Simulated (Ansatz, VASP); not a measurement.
# FePt in VASP and in Ansatz

```
Fe Pt
1.0
     2.72917    0.00000    0.00000
    -1.36459    2.36353    0.00000
     0.00000    0.00000    4.37077
Fe Pt
1 1
Direct
  0.66667 0.33333 0.50000
  0.33333 0.66667 0.00000
```

Alike in both runs: functional PBE; k mesh 24 × 24 × 12; occupations gaussian, width 0.1 eV; collinear spin.

Ansatz relaxed the structure, and its values are those at the end. VASP's run is a single point on that final structure, the one shown.

|  | VASP | Ansatz |
| --- | --- | --- |
| version | VASP 6.6.1 | Ansatz 0.2.0 |
| potentials or method | VASP PAW PBE potentials, release 64 (Fe, Pt), cutoff 600 eV | scalar-relativistic, plane waves, PAW |
| valence electrons in the cell | 18 | 34 |

VASP gave:

```
gap on the k mesh at the Fermi level (eV)                     : none
pressure (GPa)                                                : -0.3
net moment per atom (μB)                                      : 1.58
size of the moment on the site where the two differ most (μB) : 0.27
```

**Question.** What did Ansatz give for the same quantities?

**Answer.** gap on the k mesh at the Fermi level (eV): none; pressure (GPa): 0.0; net moment per atom (μB): 1.58; size of the moment on the site where the two differ most (μB): 0.31.

Site moments also hang on the region over which each program counts them. A gap of «none» marks a metal or a gap that the smearing closes. VASP's potentials hold 18 valence electrons a cell and Ansatz's 34, so a difference there can come from the potentials and not from the codes.

Neither program's run includes spin-orbit coupling.
